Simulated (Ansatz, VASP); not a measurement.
# CsCu in VASP and in Ansatz

INCAR

```
PREC     = Accurate       # precision mode
ENCUT    = 600            # plane-wave cutoff, eV
EDIFF    = 1E-6           # SCF threshold, eV
ISMEAR   = 0              # smearing method
SIGMA    = 0.02           # smearing width, eV
LREAL    = F              # projectors in reciprocal space
LASPH    = T              # aspherical terms in the spheres
NELM     = 80             # most SCF steps
ALGO     = Normal         # electronic algorithm
ISIF     = 3              # what is computed and relaxed
LWAVE    = F              # write WAVECAR
LCHARG   = F              # write CHGCAR
GGA      = PE             # functional
IBRION   = 2              # ionic algorithm
NSW      = 100            # ionic steps
EDIFFG   = -0.01          # ionic threshold
```

Contents of KPOINTS:

```
regular mesh
0
Gamma
  6 6 6
```

Contents of POSCAR:

```
CsCu
1.0
    5.0531148693      0.0000000000      0.0000000000
   -2.5265574347      4.3761258451      0.0000000000
    0.0000000000      0.0000000000      4.5724842304
Cs Cu
1 1
Direct
    0.3333333333      0.6666666667      0.5000000000
    0.0000000000      0.0000000000      0.0000000000
```

Input for Ansatz:

```yaml
crystal:
  lattice:
    - [5.0531148693, 0.0, 0.0]
    - [-2.5265574347, 4.3761258451, 0.0]
    - [0.0, 0.0, 4.5724842304]
  atoms:
    - { symbol: Cs, position: [0.3333333333, 0.6666666667, 0.5] }
    - { symbol: Cu, position: [0.0, 0.0, 0.0] }
basis:
  ecutwfc: 420
kpoints:
  mp_grid: { grid: [6, 6, 6] }
hamiltonian:
  xc: pbe
scf:
  occupations: { method: gaussian, width: 0.02 }
output:
  forces: true
  stress: true
  eigenvalues: true
relax:
  adjacent_minimum: "off"
  f_tol: 0.01
  max_steps: 80
  cell: { stress_tol: 0.05 }
```

Alike in both runs: task relaxation of cell and atoms; functional PBE; k mesh 6 × 6 × 6; occupations gaussian, width 0.02 eV; no spin polarisation.

|  | VASP | Ansatz |
| --- | --- | --- |
| version | VASP 6.6.1 | Ansatz 0.2.0 |
| potentials or method | VASP PAW PBE potentials, release 64 (Cs_sv, Cu), cutoff 600 eV | scalar-relativistic, plane waves, PAW |
| valence electrons in the cell | 20 | 28 |

|  | VASP | Ansatz | Ansatz less VASP |
| --- | --- | --- | --- |
| gap on the k mesh at the Fermi level, each at its own relaxed structure (eV) | 1.20 | 1.20 | +0.001 |
| relaxed volume (Å³/atom) | 51.07 | 50.56 | -0.511 |
| relaxed cell length with the largest relative difference (Å) | 5.072 | 5.053 | -0.0187 |

VASP's potentials hold 20 valence electrons a cell and Ansatz's 28, so a difference there can come from the potentials and not from the codes.

Spin-orbit coupling is off throughout.
